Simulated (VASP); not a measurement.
Write the native input for VASP 6.6.1 that does the following.

```
Task                   : single point
Functional             : PBE
Potentials or basis    : VASP PAW PBE potentials, release 64 (Rb_sv)
Cutoff                 : 520 eV
k mesh                 : 12 × 12 × 12
Occupations            : gaussian, width 0.15 eV
Spin                   : no spin polarisation
Dipole correction      : no
Further INCAR settings : ALGO = Normal; EDIFF = 1e-07; NBANDS = 10
```

The structure of Rb lies in POSCAR:

```
Rb
1.0
   -2.6657000000      2.6657000000      2.8060000000
    2.6657000000     -2.6657000000      2.8060000000
    2.6657000000      2.6657000000     -2.8060000000
Rb
1
Direct
    0.0000000000      0.0000000000      0.0000000000
```

This cell differs from its parent crystal: strain -0.050 along x and y, +0.000 along z.

The input as run:

INCAR

```
SYSTEM = Rb
  PREC = Accurate
  ENCUT = 520
  EDIFF = 1E-7
  ISMEAR = 0
  SIGMA = 0.15
  LREAL = .False.
  LASPH = .True.
  NELM = 100
  ALGO = Normal
  ISIF = 2
  LWAVE = .False.
  LCHARG = .False.
  GGA = PE
  NBANDS = 10
```

KPOINTS

```
regular mesh
0
Gamma
  12 12 12
  0 0 0
```

Potentials or basis: VASP PAW PBE potentials, release 64 (Rb_sv).

Launch:

```console
$ cat potpaw_PBE.64/Rb_sv/POTCAR > POTCAR
$ mpirun -np 1 vasp_std > vasp.out
```

Results of the run:

* Pressure: 0.5 GPa
* Band gap on the k mesh: zero (an odd number of electrons rules out a gap without spin polarisation)

Caveat: the cell differs from its parent crystal (strain -0.050 along x and y, +0.000 along z).

It took 83 s on 1 thread of Intel(R) Xeon(R) 6975P-C (Granite Rapids), with other jobs on the host, peak memory 0.27 GiB.
